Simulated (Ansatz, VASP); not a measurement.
**One calculation of Ba, two programs**

```
Ba
1.0
    -2.51250    2.51250    2.51250
     2.51250   -2.51250    2.51250
     2.51250    2.51250   -2.51250
Ba
1
Direct
  0.00000 0.00000 0.00000
```

Change from the starting cell: volume scaled by 1, PAW files.

Alike in both runs: task single point; functional PBE; k mesh 11 × 11 × 11; occupations fermi-dirac, width 0.08 eV; no spin polarisation.

|  | VASP | Ansatz |
| --- | --- | --- |
| version | VASP 6.6.1 | Ansatz 0.2.0 |
| potentials or method | VASP PAW PBE potentials, release 64 (Ba_sv) | PAW with Ansatz's default frozen-core files, scalar-relativistic |
| plane-wave cutoff (eV) | 520 | 420 |
| valence electrons in the cell | 10 | 10 |

|  | VASP | Ansatz | Ansatz less VASP |
| --- | --- | --- | --- |
| pressure (GPa) | 0.0 | 0.0 | -0.05 |

With one functional, cell and mesh, what is left measures potentials, basis and numerics.

Neither program's run includes spin-orbit coupling.
